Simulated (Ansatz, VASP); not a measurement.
**One calculation of Al, two programs**

File POSCAR:

```
Al
1.0
   -1.5912186900      1.5912186900      1.5434821293
    1.5912186900     -1.5912186900      1.5434821293
    1.5912186900      1.5912186900     -1.5434821293
Al
1
Direct
    0.0000000000      0.0000000000      0.0000000000
```

INCAR.step1

```
SYSTEM = Al
PREC = Accurate
ENCUT = 520
ISMEAR = 0
SIGMA = 0.15
LREAL = .FALSE.
LASPH = .TRUE.
NELM = 80
NBANDS = 8
GGA = PE
ALGO = Normal
EDIFF = 1E-4
LWAVE = .TRUE.
LCHARG = .FALSE.
```

File INCAR.step2:

```
SYSTEM = Al
PREC = Accurate
ENCUT = 520
EDIFF = 1E-6
ISMEAR = 0
SIGMA = 0.15
LREAL = .FALSE.
LASPH = .TRUE.
NELM = 80
ALGO = Normal
ISIF = 2
LWAVE = .FALSE.
LCHARG = .FALSE.
METAGGA = R2SCAN
LMIXTAU = .TRUE.
NBANDS = 8
ISTART = 1
```

File KPOINTS:

```
Automatic mesh
0
G
  20 20 20
  0 0 0
```

Input for Ansatz:

```yaml
crystal:
  lattice:
    - [-1.59121869, 1.59121869, 1.5434821293]
    - [1.59121869, -1.59121869, 1.5434821293]
    - [1.59121869, 1.59121869, -1.5434821293]
  atoms:
    - { symbol: Al, position: [0.0, 0.0, 0.0] }
basis:
  ecutwfc: 500
kpoints:
  mp_grid: { grid: [20, 20, 20] }
hamiltonian:
  xc: r2scan
scf:
  occupations: { method: gaussian, width: 0.15 }
output:
  forces: true
  stress: true
  eigenvalues: true
```

Change from the starting cell: strain +0.000 along x and y, -0.030 along z, atoms carried along.

Alike in both runs: task single point; functional r2SCAN; k mesh 20 × 20 × 20; occupations gaussian, width 0.15 eV; no spin polarisation.

|  | VASP | Ansatz |
| --- | --- | --- |
| version | VASP 6.6.1 | Ansatz 0.2.0 |
| potentials or method | VASP PAW PBE potentials, release 64 (Al), cutoff 520 eV | scalar-relativistic, plane waves, PAW |
| valence electrons in the cell | 3 | 3 |

|  | VASP | Ansatz | Ansatz less VASP |
| --- | --- | --- | --- |
| gap on the k mesh at the Fermi level (eV) | none | none | - |
| pressure (GPa) | 2.9 | 3.2 | +0.34 |
| traceless stress, the component that is largest in VASP (GPa) | -1.04 | -1.04 | -0.001 |

VASP's potentials were made for PBE, not for r2SCAN. A gap of «none» marks a metal or a gap that the smearing closes.
